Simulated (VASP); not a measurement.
# Ga (P2_1/m) in VASP: settings compared

The runs below take Ga through single point, relaxation of cell and atoms, with PBEsol, LDA.

Everything below comes from runs of VASP 6.6.1. Logs are shortened: lines on timing, memory, paths and dates and some standing lists are left out, and cuts for length are marked.

## (1) The cell of the first run

It takes space group P2_1/m (No. 11, monoclinic). The conventional cell has a = 2.741 Å, b = 3.237 Å, c = 4.153 Å, α = 90.00°, β = 108.61°, γ = 90.00°. Ga (site symmetry m) has 10 Ga at 2.67 to 3.24 Å within 3.5 Å.

## (2) Single point, PBEsol (17.46 Å³/atom)

Contents of INCAR:

```
  PREC = Accurate
  ENCUT = 520
  EDIFF = 1E-7
  ISMEAR = -1
  SIGMA = 0.05
  LREAL = F
  LASPH = T
  NELM = 100
  ALGO = Fast
  ISIF = 2
  LWAVE = F
  LCHARG = T
  GGA = PS
  LELF = T
  LVHAR = T
  NBANDS = 20
```

Contents of KPOINTS:

```
regular mesh
0
Gamma
  10 8 7
```

Contents of POSCAR:

```
Ga
1.0
    2.7408712373      0.0000000000      0.0000000000
    0.0000000000      3.2372572885      0.0000000000
   -1.3252743986      0.0000000000      3.9363439549
Ga
2
Direct
    0.1345962700      0.7500000000      0.7701668300
    0.8654037300      0.2500000000      0.2298331700
```

Potentials or basis: VASP PAW PBE potentials, release 64 (Ga_d).

Command:

```bash
cat potpaw_PBE.64/Ga_d/POTCAR > POTCAR
mpirun -np 1 vasp_std > vasp.out
```

OUTCAR:

```text
PREC = Accurate
   ENCUT = 520
   EDIFF = 1E-7
   ISMEAR = -1
   LREAL = F
   LASPH = T
   NELM = 100
   ISIF = 2
   GGA = PS

 ion  position               nearest neighbor table
   1  0.135  0.750  0.770-   2 2.67   2 2.67   2 2.78   2 2.78   2 2.80   2 2.80
   2  0.865  0.250  0.230-   1 2.67   1 2.67   1 2.78   1 2.78   1 2.80   1 2.80

  LATTYP: Found a simple monoclinic cell.
 ALAT       =     2.7408712373
 B/A-ratio  =     1.1811052064
 C/A-ratio  =     1.5153762184
 COS(beta)  =    -0.3190778872

  Lattice vectors:

 A1 = (   2.7408712373,   0.0000000000,   0.0000000000)
 A2 = (   0.0000000000,   3.2372572885,   0.0000000000)
 A3 = (  -1.3252743986,   0.0000000000,   3.9363439549)

Analysis of symmetry for initial positions (statically):
=====================================================================
 Subroutine PRICEL returns:
 Original cell was already a primitive cell.

 Routine SETGRP: Setting up the symmetry group for a
 simple monoclinic supercell.

 Subroutine GETGRP returns: Found  4 space group operations
 (whereof  2 operations were pure point group operations)
 out of a pool of  4 trial point group operations.

The static configuration has the point symmetry S_2 .
 The point group associated with its full space group is C_2h.

Analysis of symmetry for dynamics (positions and initial velocities):
=====================================================================
 Subroutine PRICEL returns:
 Original cell was already a primitive cell.

 Routine SETGRP: Setting up the symmetry group for a
 simple monoclinic supercell.

 Subroutine GETGRP returns: Found  4 space group operations
 (whereof  2 operations were pure point group operations)
 out of a pool of  4 trial point group operations.

The dynamic configuration has the point symmetry S_2 .
 The point group associated with its full space group is C_2h.

 Subroutine INISYM returns: Found  4 space group operations
 (whereof  2 operations are pure point group operations),
 and found     1 'primitive' translations

----------------------------------------------------------------------------------------

                                     Primitive cell

  volume of cell :      34.9268

  direct lattice vectors                    reciprocal lattice vectors
     2.740871237  0.000000000  0.000000000     0.364847493  0.000000000  0.122835567
     0.000000000  3.237257288  0.000000000     0.000000000  0.308903467  0.000000000
    -1.325274399  0.000000000  3.936343955     0.000000000  0.000000000  0.254042841

  length of vectors
     2.740871237  3.237257288  4.153451091     0.384970479  0.308903467  0.254042841

  position of ions in fractional coordinates (direct lattice)
     0.134596270  0.750000000  0.770166830
     0.865403730  0.250000000  0.229833170

  ion indices of the primitive-cell ions
   primitive index   ion index
                 1           1
                 2           2

----------------------------------------------------------------------------------------

 KPOINTS: regular mesh

Automatic generation of k-mesh.
 Grid dimensions read from file:
 generate k-points for:   10    8    7

 Generating k-lattice:

  Cartesian coordinates                     Fractional coordinates (reciprocal lattice)
     0.036484749  0.000000000  0.012283557     0.100000000  0.000000000 -0.000000000
     0.000000000  0.038612933  0.000000000     0.000000000  0.125000000  0.000000000
     0.000000000  0.000000000  0.036291834     0.000000000  0.000000000  0.142857143

  Length of vectors
     0.038497048  0.038612933  0.036291834

  Shift w.r.t. Gamma in fractional coordinates (k-lattice)
     0.000000000  0.000000000  0.000000000

 Subroutine IBZKPT returns following result:
 ===========================================

 Found    180 irreducible k-points:

 Following reciprocal coordinates:
            Coordinates               Weight
  0.000000  0.000000  0.000000      1.000000
  0.100000  0.000000 -0.000000      2.000000
  0.200000  0.000000 -0.000000      2.000000
  0.300000  0.000000  0.000000      2.000000
  0.400000  0.000000 -0.000000      2.000000
  0.500000  0.000000  0.000000      1.000000
[... 16 lines left out ...]
  0.400000  0.375000 -0.000000      4.000000
  0.500000  0.375000  0.000000      2.000000
 [... further k-points ...]
   k-points           NKPTS =    180   k-points in BZ     NKDIM =    180   number of bands    NBANDS=     20
   number of dos      NEDOS =    301   number of ions     NIONS =      2
   total plane-waves  NPLWV =  15360
   dimension x,y,z NGX =    20 NGY =   24 NGZ =   32
   dimension x,y,z NGXF=    40 NGYF=   48 NGZF=   64
   ions per type =               2
   NGX,Y,Z   is equivalent  to a cutoff of  12.13, 12.32, 12.81 a.u.
   NGXF,Y,Z  is equivalent  to a cutoff of  24.26, 24.65, 25.62 a.u.
 SYSTEM =  unknown system
   PREC   = accura    normal or accurate (medium, high low for compatibility)
   ISTART =      0    job   : 0-new  1-cont  2-samecut
   ICHARG =      2    charge: 1-file 2-atom 10-const
   ISPIN  =      1    spin polarized calculation?
   LNONCOLLINEAR =      F non collinear calculations
   LSORBIT =      F    spin-orbit coupling
   LASPH  =      T    aspherical Exc in radial PAW
   ENCUT  =  520.0 eV  38.22 Ry    6.18 a.u.   5.10  6.02  7.72*2*pi/ulx,y,z
   NELM   =    100;   NELMIN=  2; NELMDL= -5     # of ELM steps
   EDIFF  = 0.1E-06   stopping-criterion for ELM
   LREAL  =      F    real-space projection
   EDIFFG = 0.1E-05   stopping-criterion for IOM
   NSW    =      0    number of steps for IOM
   IBRION =     -1    ionic relax: 0-MD 1-quasi-New 2-CG
   NFREE  =      0    steps in history (QN), initial steepest desc. (CG)
   ISIF   =      2    stress and relaxation
   ISYM   =      2    0-nonsym 1-usesym 2-fastsym
   POTIM  = 0.5000    time-step for ionic-motion
   TEBEG  =    0.0;   TEEND  =   0.0 temperature during run
   PSTRESS=    0.0 pullay stress
   NELECT =      26.0000    total number of electrons
   NUPDOWN=      -1.0000    fix difference up-down
   EMIN   =  10.00;   EMAX   =-10.00  energy-range for DOS
   EFERMI =   0.00;   METHOD = LEGACY
   ISMEAR =    -1;   SIGMA  =   0.05  broadening in eV -4-tet -1-fermi 0-gaus
   EFERMI_NEDOS =   21; number of points for ismear=-14 and -15
   IALGO  =     68    algorithm
   IMIX   =      4    mixing-type and parameters
     AMIX     =   0.40;   BMIX     =  1.00
     AMIX_MAG =   1.60;   BMIX_MAG =  1.00
  volume/ion in A,a.u.               =      17.46       117.85
  Fermi-wavevector in a.u.,A,eV,Ry     =   1.483701  2.803788 29.951429  2.201368
  Thomas-Fermi vector in A             =   2.597330
   LORBIT       =      0    0 simple, 1 ext, 2 COOP (PROOUT), +10 PAW based schemes
   GGA     = PS    functional components
   LHFCALC =     F    Hartree Fock is set to
   AEXX    =    0.0000 exact exchange contribution
   IVDW    =     0    specifies the selected vdW correction
   LEPSILON=     F    determine dielectric tensor
   LRPA    =     F    only Hartree local field effects (RPA)
 non-spin polarized calculation
 RMM-DIIS sequential band-by-band and
  energy-cutoff  :      520.00
  volume of cell :       34.93
 maximum number of plane-waves:       952
   NGX = 11   NGY = 13   NGZ = 15

 number of electron      26.0000029 magnetization

 Free energy of the ion-electron system (eV)
  ---------------------------------------------------
  ext. energy  EPLUGINS =         0.00000000
  ---------------------------------------------------
  free energy    TOTEN  =        -6.68725087 eV

  energy without entropy =       -6.68269213  energy(sigma->0) =       -6.68497150

 E-fermi :   6.0960     XC(G=0): -11.5002

 val. band max:        6.0836938103   @ k =   0.3000   0.1250   0.0000
 cond. band min:       6.1113523103   @ k =   0.1000   0.2500   0.4286
 fundamental gap:      0.0276584999
 Fermi energy:         6.0959902359

 k-point     1 :       0.0000    0.0000    0.0000
  band No.  band energies     occupation
      1      -9.1100      2.00000
      2      -9.0948      2.00000
      3      -9.0396      2.00000
      4      -9.0240      2.00000
      5      -8.7384      2.00000
      6      -8.7342      2.00000
[... 12 lines left out ...]
     19      17.5088      0.00000
     20      19.3227      0.00000

 k-point     2 :       0.1000    0.0000   -0.0000
  band No.  band energies     occupation
      1      -9.0923      2.00000
      2      -9.0866      2.00000
      3      -9.0209      2.00000
      4      -8.9788      2.00000
      5      -8.7535      2.00000
      6      -8.7535      2.00000
[... 12 lines left out ...]
     19      17.9384      0.00000
     20      20.7982      0.00000

 k-point     3 :       0.2000    0.0000   -0.0000
  band No.  band energies     occupation
      1      -9.0661      2.00000
      2      -9.0543      2.00000
      3      -8.9629      2.00000
      4      -8.8847      2.00000
      5      -8.8049      2.00000
      6      -8.7870      2.00000
[... 12 lines left out ...]
     19      18.1477      0.00000
     20      21.9066      0.00000

 k-point     4 :       0.3000    0.0000    0.0000
  band No.  band energies     occupation
      1      -9.0442      2.00000
      2      -9.0177      2.00000
      3      -8.9181      2.00000
      4      -8.8898      2.00000
      5      -8.8710      2.00000
      6      -8.7426      2.00000
[... 12 lines left out ...]
     19      18.4114      0.00000
     20      20.3827      0.00000

 k-point     5 :       0.4000    0.0000   -0.0000
  band No.  band energies     occupation
      1      -9.0300      2.00000
      2      -9.0171      2.00000
      3      -8.9278      2.00000
      4      -8.9225      2.00000
      5      -8.8969      2.00000
      6      -8.7513      2.00000
[... 12 lines left out ...]
     19      17.4131      0.00000
     20      18.9380      0.00000

 k-point     6 :       0.5000    0.0000    0.0000
  band No.  band energies     occupation
      1      -9.0299      2.00000
      2      -9.0246      2.00000
      3      -8.9515      2.00000
      4      -8.9225      2.00000
      5      -8.8933      2.00000
      6      -8.7502      2.00000
[... 12 lines left out ...]
     19      16.9489      0.00000
     20      17.5281      0.00000

 k-point     7 :       0.0000    0.1250    0.0000
  band No.  band energies     occupation
      1      -9.1181      2.00000
      2      -9.0754      2.00000
      3      -9.0250      2.00000
      4      -9.0053      2.00000
      5      -8.7652      2.00000
      6      -8.7641      2.00000
[... 12 lines left out ...]
     19      16.9279      0.00000
     20      19.1529      0.00000
[... 277 lines left out ...]
 k-point    20 :       0.1000    0.3750   -0.0000
  band No.  band energies     occupation
      1      -9.0972      2.00000
      2      -9.0273      2.00000
      3      -8.9051      2.00000
      4      -8.8691      2.00000
      5      -8.8553      2.00000
      6      -8.8402      2.00000
[... 12 lines left out ...]
     19      19.2413      0.00000
     20      20.2845      0.00000

 k-point    21 :       0.2000    0.3750   -0.0000
  band No.  band energies     occupation
      1      -9.0670      2.00000
      2      -8.9925      2.00000
      3      -8.9065      2.00000
      4      -8.8768      2.00000
      5      -8.8545      2.00000
      6      -8.8114      2.00000
[... 12 lines left out ...]
     19      16.0521      0.00000
     20      17.8912      0.00000

 k-point    22 :       0.3000    0.3750    0.0000
  band No.  band energies     occupation
      1      -9.0681      2.00000
      2      -9.0080      2.00000
      3      -8.9572      2.00000
      4      -8.8831      2.00000
      5      -8.7993      2.00000
      6      -8.7870      2.00000
[... 12 lines left out ...]
     19      14.3368      0.00000
     20      16.4259      0.00000

 k-point    23 :       0.4000    0.3750   -0.0000
  band No.  band energies     occupation
      1      -9.0890      2.00000
      2      -9.0097      2.00000
      3      -9.0054      2.00000
      4      -8.9338      2.00000
      5      -8.7984      2.00000
      6      -8.7396      2.00000
[... 12 lines left out ...]
     19      14.8025      0.00000
     20      17.7293      0.00000

 k-point    24 :       0.5000    0.3750    0.0000
  band No.  band energies     occupation
      1      -9.0977      2.00000
      2      -9.0305      2.00000
      3      -8.9903      2.00000
      4      -8.9710      2.00000
      5      -8.7996      2.00000
      6      -8.7157      2.00000
[... 12 lines left out ...]
     19      16.8448      0.00000
     20      17.5146      0.00000

 [... further k-points ...]

------------------------ aborting loop because EDIFF is reached ----------------------------------------

  FORCE on cell =-STRESS in cart. coord.  units (eV):
  Direction    XX          YY          ZZ          XY          YZ          ZX
  --------------------------------------------------------------------------------------
  -------------------------------------------------------------------------------------
  Total        0.6027342      0.2234806      0.5222558      0.0000000      0.0000000     -0.0924365
  in kB       27.6488774     10.2515975     23.9571405      0.0000000      0.0000000     -4.2402855
  external PRESSURE =      20.6192051 kB  Pullay stress =       0.0000000 kB

 VOLUME and BASIS-vectors are now :
 -----------------------------------------------------------------------------
  energy-cutoff  :      520.00
  volume of cell :       34.93
      direct lattice vectors                 reciprocal lattice vectors
     2.740871237  0.000000000  0.000000000     0.364847493  0.000000000  0.122835567
     0.000000000  3.237257288  0.000000000     0.000000000  0.308903467  0.000000000
    -1.325274399  0.000000000  3.936343955     0.000000000  0.000000000  0.254042841

 POSITION                                       TOTAL-FORCE (eV/Angst)
 -----------------------------------------------------------------------------------
     -0.65177      2.42794      3.03164        -0.006110     -0.000000     -0.086932
      2.06737      0.80931      0.90470         0.006110      0.000000      0.086932
 -----------------------------------------------------------------------------------
    total drift:                               -0.000000      0.000000      0.000000

  FREE ENERGIE OF THE ION-ELECTRON SYSTEM (eV)
  ---------------------------------------------------
  free  energy   TOTEN  =        -6.6872508734 eV

  energy  without entropy=       -6.6826921253  energy(sigma->0) =       -6.68497150
```

It took 85 s on 1 thread of Intel Xeon 8259CL, shared host; peak memory 0.21 GiB.

Results:

| Property | Result |
| --- | --- |
| Free energy | -6.6873 eV |
| Pressure | 2.1 GPa |
| Largest force | 0.087 eV/Å |
| Band gap on the k mesh | zero (bands 13 and 14 overlap by 8.62 eV) |

Forces on the atoms (eV/Å):
```
Ga  -0.006  0.000 -0.087
Ga   0.006  0.000  0.087
```

Levels at points of the mesh, in eV from the Fermi level:
```csv
k point,band 9,band 10,band 11,band 12,band 13,band 14,band 15,band 16,band 17,band 18
"(0.00, 0.00, 0.00)",-14.76,-14.61,-11.75,-2.22,-1.35,1.82,5.68,9.45,10.64,10.98
"(0.50, 0.00, 0.00)",-14.67,-14.64,-6.38,-5.50,-1.50,0.27,6.37,6.82,8.96,9.52
"(0.00, 0.50, 0.00)",-14.68,-14.68,-8.05,-8.05,1.74,1.74,2.77,2.77,11.92,11.92
"(0.50, 0.50, 0.00)",-14.64,-14.64,-2.96,-2.96,-1.78,-1.78,2.20,2.20,4.66,4.66
```

Caveat: the PAW data sets were made with another functional, which shifts forces and pressure a little.

## (3) Single point, LDA (17.83 Å³/atom)

This run uses another cell than the first one, of 17.83 Å³/atom.

Contents of INCAR:

```
SYSTEM = Ga
ALGO = Fast
EDIFF = 1E-6
ENCUT = 520
ISIF = 2
ISMEAR = -1
LASPH = .TRUE.
LCHARG = .FALSE.
LREAL = .FALSE.
LWAVE = .FALSE.
NBANDS = 20
NELM = 60
PREC = Accurate
SIGMA = 0.05
```

Contents of KPOINTS:

```
k-points
0
G
  10 8 7
  0 0 0
```

Contents of POSCAR:

```
Ga
1.0
    2.7597743949      0.0000000000      0.0000000000
    0.0000000000      3.2595839063      0.0000000000
   -1.3344145108      0.0000000000      3.9634920125
Ga
2
Direct
    0.1345962700      0.7500000000      0.7701668300
    0.8654037300      0.2500000000      0.2298331700
```

Potentials or basis: VASP PAW LDA potentials, release 64 (Ga_d).

Command:

```bash
cat potpaw_LDA.64/Ga_d/POTCAR > POTCAR
mpirun -np 1 vasp_std > vasp.out
```

It took 70 s on 1 thread of Intel Xeon 8259CL, shared host; peak memory 0.21 GiB.

Results (log left out):

* Free energy: -7.1727 eV
* Pressure: -1.6 GPa
* Largest force: 0.072 eV/Å
* Band gap on the k mesh: zero (bands 13 and 14 overlap by 8.40 eV)

Forces in eV/Å, atoms in the order of the input:
```
Ga  -0.012  0.000 -0.071
Ga   0.012  0.000  0.071
```

Stress tensor (GPa, compression positive):
```
-0.99  0.00 -0.41
 0.00 -2.36  0.00
-0.41  0.00 -1.32
```

Levels at points of the mesh, in eV from the Fermi level:
| k point | band 11 | band 12 | band 13 | band 14 | band 15 | band 16 |
| --- | --- | --- | --- | --- | --- | --- |
| (0.00, 0.00, 0.00) | -11.55 | -2.11 | -1.46 | 1.82 | 5.76 | 9.26 |
| (0.50, 0.00, 0.00) | -6.33 | -5.35 | -1.42 | 0.23 | 6.22 | 6.64 |
| (0.00, 0.50, 0.00) | -7.92 | -7.92 | 1.76 | 1.76 | 2.73 | 2.73 |
| (0.50, 0.50, 0.00) | -2.94 | -2.94 | -1.74 | -1.74 | 2.20 | 2.20 |

(Part 1 of 2 ends here.)
